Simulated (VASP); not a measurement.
Set up this calculation in VASP 6.6.1, as the native input.

| Quantity | Value |
| --- | --- |
| Task | single point |
| Functional | PBE |
| Potentials or basis | VASP PAW PBE potentials, release 64 (Co, Si) |
| Cutoff | 520 eV |
| k mesh | 16 × 16 × 16 |
| Occupations | gaussian, width 0.1 eV |
| Spin | collinear spin, ferromagnetic start |
| Starting moments | [0.7, 0.0] μB |
| Dipole correction | no |
| Further INCAR settings | ALGO = Normal; EDIFF = 1e-06; NBANDS = 18 |

The structure of CoSi lies in POSCAR:

```
CoSi
1.0
    2.7290722401      0.0000000000      0.0000000000
    0.0000000000      2.7290722401      0.0000000000
    0.0000000000      0.0000000000      2.7290722401
Co Si
1 1
Direct
    0.0000000000      0.0000000000      0.0000000000
    0.5000000000      0.5000000000      0.5000000000
```

The input as run:

INCAR

```
PREC = Accurate
ENCUT = 520
EDIFF = 1E-6
ISMEAR = 0
SIGMA = 0.1
LREAL = F
LASPH = T
NELM = 150
ALGO = Normal
ISIF = 2
LWAVE = F
LCHARG = F
ISPIN = 2
MAGMOM = 0.7 0
LORBIT = 11
LMAXMIX = 4
GGA = PE
NBANDS = 18
```

KPOINTS

```
Automatic mesh
0
Gamma
  16 16 16
```

Potentials or basis: VASP PAW PBE potentials, release 64 (Co, Si).

Command:

```bash
$ cat potpaw_PBE.64/Co/POTCAR potpaw_PBE.64/Si/POTCAR > POTCAR
$ mpirun -np 1 vasp_std > vasp.out
```

It gave:

```
Pressure                                              : 14.1 GPa
Net moment                                            : 0.47 μB per cell
Site moments                                          : Co +0.47; Si +0.01 μB
Valence electrons inside the program's atomic spheres : Co 8.76; Si 1.61
```

Caveat: the cell stands under pressure.

Run time: 35 s on 1 thread of Intel(R) Xeon(R) 6975P-C (Granite Rapids), on a shared host, peak memory 0.2 GiB.
